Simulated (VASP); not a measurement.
A run of VASP 6.6.1 is set up as follows.

File INCAR:

```
SYSTEM = CO2
PREC     = Accurate       ! precision mode
ENCUT    = 520            ! plane-wave cutoff, eV
EDIFF    = 1E-7           ! SCF threshold, eV
ISMEAR   = -1             ! smearing method
SIGMA    = 0.05           ! smearing width, eV
LREAL    = .FALSE.        ! projectors in reciprocal space
LASPH    = .TRUE.         ! aspherical terms in the spheres
NELM     = 80             ! most SCF steps
ALGO     = Normal         ! electronic algorithm
ISIF     = 2              ! what is computed and relaxed
LWAVE    = .FALSE.        ! write WAVECAR
LCHARG   = .TRUE.         ! write CHGCAR
GGA      = CA             ! functional
LELF     = .TRUE.         ! ELF
LVHAR    = .TRUE.       
NBANDS   = 44             ! bands
```

File KPOINTS:

```
regular mesh
0
G
  5 5 5
  0 0 0
```

File POSCAR:

```
CO2
1.0
    5.6200000000      0.0000000000      0.0000000000
    0.0000000000      5.6200000000      0.0000000000
    0.0000000000      0.0000000000      5.6200000000
O C
8 4
Direct
    0.1670000000      0.3330000000      0.6670000000
    0.3330000000      0.6670000000      0.1670000000
    0.6670000000      0.1670000000      0.3330000000
    0.8330000000      0.8330000000      0.8330000000
    0.8330000000      0.6670000000      0.3330000000
    0.6670000000      0.3330000000      0.8330000000
    0.3330000000      0.8330000000      0.6670000000
    0.1670000000      0.1670000000      0.1670000000
    0.0000000000      0.5000000000      0.5000000000
    0.5000000000      0.5000000000      0.0000000000
    0.5000000000      0.0000000000      0.5000000000
    0.0000000000      0.0000000000      0.0000000000
```

Potentials or basis: VASP PAW LDA potentials, release 64 (O, C).

Command:

```bash
$ cat potpaw_LDA.64/O/POTCAR potpaw_LDA.64/C/POTCAR > POTCAR
$ mpirun -np 1 vasp_std > vasp.out
```

Task: Predict the band gap on the k mesh.

Result: 1.11 eV, direct.

Task: Estimate the pressure.

Result: -43.1 GPa.

Task: What does it give for the largest force?

Result: 10.096 eV/Å.

Forces in eV/Å, atoms in the order of the input:
```
O   -5.829  5.829 -5.829
O    5.829 -5.829 -5.829
O   -5.829 -5.829  5.829
O    5.829  5.829  5.829
O    5.829 -5.829  5.829
O   -5.829  5.829  5.829
O    5.829  5.829 -5.829
O   -5.829 -5.829 -5.829
C    0.000  0.000  0.000
C    0.000  0.000  0.000
C    0.000  0.000  0.000
C    0.000  0.000  0.000
```

Caveat: forces of over 1 eV/Å act on the atoms, so gaps and moduli don't describe the material at rest. A k mesh can miss the band edges.
